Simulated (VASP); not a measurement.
# SnO2 (Cassiterite) (P4_2/mnm) in VASP: a series of runs, part 2 of 2

VASP 6.6.1.

**3. Single point, PBEsol-based global hybrid**

This run uses another cell than the first one, of 11.92 Å³/atom, 0.948 times its volume.

The input, POSCAR:

```
SnO2
1.0
    4.7380000000      0.0000000000      0.0000000000
    0.0000000000      4.7380000000      0.0000000000
    0.0000000000      0.0000000000      3.1865000000
Sn O
2 4
Direct
    0.5000000000      0.5000000000      0.5000000000
    0.0000000000      0.0000000000      0.0000000000
    0.8071000000      0.1929000000      0.5000000000
    0.6929000000      0.6929000000      0.0000000000
    0.1929000000      0.8071000000      0.5000000000
    0.3071000000      0.3071000000      0.0000000000
```

The input, INCAR.step1:

```
  ALGO = Normal
  EDIFF = 1E-5
  ENCUT = 520
  GGA = PE
  ISIF = 2
  ISMEAR = -1
  LASPH = True
  LREAL = False
  LUSENCCL = False
  LWAVE = True
  NBANDS = 35
  NELM = 60
  PREC = Accurate
  SIGMA = 0.05
```

The input, INCAR.step2:

```
  AEXX = 0.25
  ALGO = Normal
  EDIFF = 1E-7
  ENCUT = 520
  GGA = PS
  ISIF = 2
  ISMEAR = -1
  ISTART = 1
  LASPH = True
  LCHARG = True
  LELF = True
  LHFCALC = True
  LREAL = False
  LUSENCCL = False
  LVHAR = True
  LWAVE = False
  NBANDS = 35
  NELM = 60
  PREC = Accurate
  PRECFOCK = Fast
  SIGMA = 0.05
```

The input, KPOINTS:

```
k-points
0
Gamma
  3 3 5
```

Potentials or basis: VASP PAW PBE potentials, release 64 (Sn_d, O).

Run with:

```sh
> cat potpaw_PBE.64/Sn_d/POTCAR potpaw_PBE.64/O/POTCAR > POTCAR
> cp INCAR.step1 INCAR
> mpirun -np 1 vasp_std > vasp.out
> cp INCAR.step2 INCAR
> mpirun -np 1 vasp_std > vasp.out
```

OUTCAR:

```text
AEXX = 0.25
   EDIFF = 1E-7
   ENCUT = 520
   GGA = PS
   ISIF = 2
   ISMEAR = -1
   ISTART = 1
   LASPH = True
   LHFCALC = True
   LREAL = False
   NELM = 60
   PREC = Accurate
   PRECFOCK = Fast

 ion  position               nearest neighbor table
   1  0.500  0.500  0.500-   4 2.05   6 2.05   4 2.05   6 2.05   5 2.06   3 2.06   2 3.71   2 3.71
                             2 3.71   2 3.71   2 3.71   2 3.71   2 3.71   2 3.71
   2  0.000  0.000  0.000-   3 2.05   5 2.05   3 2.05   5 2.05   4 2.06   6 2.06   1 3.71   1 3.71
                             1 3.71   1 3.71   1 3.71   1 3.71   1 3.71   1 3.71
   3  0.807  0.193  0.500-   2 2.05   2 2.05   1 2.06
   4  0.693  0.693  0.000-   1 2.05   1 2.05   2 2.06
   5  0.193  0.807  0.500-   2 2.05   2 2.05   1 2.06
   6  0.307  0.307  0.000-   1 2.05   1 2.05   2 2.06

  LATTYP: Found a simple tetragonal cell.
 ALAT       =     4.7380000000
 C/A-ratio  =     0.6725411566

  Lattice vectors:

 A1 = (   4.7380000000,   0.0000000000,   0.0000000000)
 A2 = (   0.0000000000,   4.7380000000,   0.0000000000)
 A3 = (   0.0000000000,   0.0000000000,   3.1865000000)

Analysis of symmetry for initial positions (statically):
=====================================================================
 Subroutine PRICEL returns:
 Original cell was already a primitive cell.

 Routine SETGRP: Setting up the symmetry group for a
 simple tetragonal supercell.

 Subroutine GETGRP returns: Found 16 space group operations
 (whereof  8 operations were pure point group operations)
 out of a pool of 16 trial point group operations.

The static configuration has the point symmetry D_2h.
 The point group associated with its full space group is D_4h.

Analysis of symmetry for dynamics (positions and initial velocities):
=====================================================================
 Subroutine PRICEL returns:
 Original cell was already a primitive cell.

 Routine SETGRP: Setting up the symmetry group for a
 simple tetragonal supercell.
[... 127 lines left out ...]
   NKREDX  =     1    reduce k-point grid by
   NKREDY  =     1    reduce k-point grid by
   NKREDZ  =     1    reduce k-point grid by
   AEXX    =    0.2500 exact exchange contribution
   HFSCREEN=    0.0000 screening length (either q_TF or 0.3 A-1)
   HFSCREENC=   0.0000 screening length for correlation (either q_TF or 0.3 A-1)
   ENCUTFOCK=  -1.0 apply spherical cutoff to Coloumb kernel
   IVDW    =     0    specifies the selected vdW correction
   LEPSILON=     F    determine dielectric tensor
   LRPA    =     F    only Hartree local field effects (RPA)
 non-spin polarized calculation
  energy-cutoff  :      520.00
  volume of cell :       71.53
 maximum number of plane-waves:      1940
 NGX is ok and might be reduce to    36
  NGX = 20; NGY = 20; NGZ = 14

 number of electron      51.9999993 magnetization

 Free energy of the ion-electron system (eV)
  ---------------------------------------------------
  ext. energy  EPLUGINS =         0.00000000
  ---------------------------------------------------
  free energy    TOTEN  =       -52.40332358 eV

  energy without entropy =      -52.40332358  energy(sigma->0) =      -52.40332358

 E-fermi :   5.3146     XC(G=0):  -9.0519

 val. band max:        4.2834376481   @ k =   0.0000   0.0000   0.0000
 cond. band min:       7.9768890038   @ k =   0.0000   0.0000   0.0000
 fundamental gap:      3.6934513556
 Fermi energy:         5.3146391925

 k-point     1 :       0.0000    0.0000    0.0000
  band No.  band energies     occupation
      1     -18.1598      2.00000
      2     -17.2727      2.00000
      3     -16.9332      2.00000
      4     -16.9332      2.00000
      5     -16.8981      2.00000
      6     -16.8452      2.00000
[... 331 lines left out ...]
     34      19.1569      0.00000
     35      19.5680      0.00000

------------------------ aborting loop because EDIFF is reached ----------------------------------------

  FORCE on cell =-STRESS in cart. coord.  units (eV):
  Direction    XX          YY          ZZ          XY          YZ          ZX
  --------------------------------------------------------------------------------------
  -------------------------------------------------------------------------------------
  Total       -0.9273712     -0.9273712     -1.0234424     -0.0000000      0.0000000      0.0000000
  in kB      -20.7711314    -20.7711314    -22.9229207     -0.0000000      0.0000000      0.0000000
  external PRESSURE =     -21.4883945 kB  Pullay stress =       0.0000000 kB

 VOLUME and BASIS-vectors are now :
 -----------------------------------------------------------------------------
  energy-cutoff  :      520.00
  volume of cell :       71.53
      direct lattice vectors                 reciprocal lattice vectors
     4.738000000  0.000000000  0.000000000     0.211059519  0.000000000  0.000000000
     0.000000000  4.738000000  0.000000000     0.000000000  0.211059519  0.000000000
     0.000000000  0.000000000  3.186500000     0.000000000  0.000000000  0.313823945

 POSITION                                       TOTAL-FORCE (eV/Angst)
 -----------------------------------------------------------------------------------
      2.36900      2.36900      1.59325         0.000000      0.000000      0.000000
      0.00000      0.00000      0.00000         0.000000      0.000000      0.000000
      3.82404      0.91396      1.59325        -0.110481      0.110481      0.000000
      3.28296      3.28296      0.00000         0.110481      0.110481      0.000000
      0.91396      3.82404      1.59325         0.110481     -0.110481      0.000000
      1.45504      1.45504      0.00000        -0.110481     -0.110481     -0.000000
 -----------------------------------------------------------------------------------
    total drift:                               -0.000000      0.000001      0.000000

  FREE ENERGIE OF THE ION-ELECTRON SYSTEM (eV)
  ---------------------------------------------------
  free  energy   TOTEN  =       -52.4033235822 eV

  energy  without entropy=      -52.4033235821  energy(sigma->0) =      -52.40332358
```

It took 34 min on 1 × NVIDIA H100 80GB with 1 thread of AMD EPYC 7R13 (Zen 3), shared host; peak memory 1.2 GiB.

What came out:

- Free energy: -52.4033 eV
- Pressure: -2.1 GPa
- Largest force: 0.156 eV/Å
- Band gap on the k mesh: 3.69 eV, direct

Forces on the atoms (eV/Å):
```
Sn   0.000  0.000  0.000
Sn   0.000  0.000  0.000
O   -0.110  0.110  0.000
O    0.110  0.110  0.000
O    0.110 -0.110  0.000
O   -0.110 -0.110  0.000
```

Caveat: the k points lie up to 0.44 Å⁻¹ apart; the PAW data sets were made with another functional, which shifts forces and pressure a little; spin-orbit coupling is left out, which moves the levels of the heavy elements.
